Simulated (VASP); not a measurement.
Set up this calculation in VASP 6.6.1, as the native input.

* Task: single point
* Functional: PBE
* Dispersion: D3(BJ)
* Potentials or basis: VASP PAW PBE potentials, release 64 (Al)
* Cutoff: 520 eV
* k mesh: 18 × 18 × 4
* Occupations: gaussian, width 0.15 eV
* Spin: no spin polarisation
* Dipole correction: no
* Further INCAR settings: ALGO = Fast; EDIFF = 1e-06; NBANDS = 14

The structure of Al lies in POSCAR:

```
Al
1.0
    2.7750000000      0.0000000000      0.0000000000
   -1.3875000000      2.4032204955      0.0000000000
    0.0000000000      0.0000000000      8.4426000000
Al
4
Direct
    0.0000000000      0.0000000000      0.0000000000
    0.3333333333      0.6666666667      0.2500000000
    0.0000000000      0.0000000000      0.5000000000
    0.6666666667      0.3333333333      0.7500000000
```

One way to write it, as run:

INCAR

```
SYSTEM = Al
  ALGO = Fast
  EDIFF = 1E-6
  ENCUT = 520
  GGA = PE
  ISIF = 2
  ISMEAR = 0
  IVDW = 12
  LASPH = .True.
  LCHARG = .False.
  LREAL = .False.
  LWAVE = .False.
  NBANDS = 14
  NELM = 80
  PREC = Accurate
  SIGMA = 0.15
```

KPOINTS

```
k-points
0
Gamma
  18 18 4
  0 0 0
```

Potentials or basis: VASP PAW PBE potentials, release 64 (Al).

Run with:

```console
$ cat potpaw_PBE.64/Al/POTCAR > POTCAR
$ mpirun -np 1 vasp_std > vasp.out
```

Results of the run:

```yaml
Pressure: 13.9 GPa
Band_gap_on_the_k_mesh: zero (band 6 reaches 15.09 eV, above the bottom of band 7 at 7.87 eV)
Dispersion_energy_per_atom: -0.397 eV
```

Caveat: pairwise dispersion overbinds metals, which lowers pressure and volume.

It took 70 s on 1 thread of Intel(R) Xeon(R) Platinum 8259CL CPU @ 2.50GHz (Skylake/Cascade Lake), with other jobs on the host, peak memory 0.22 GiB.
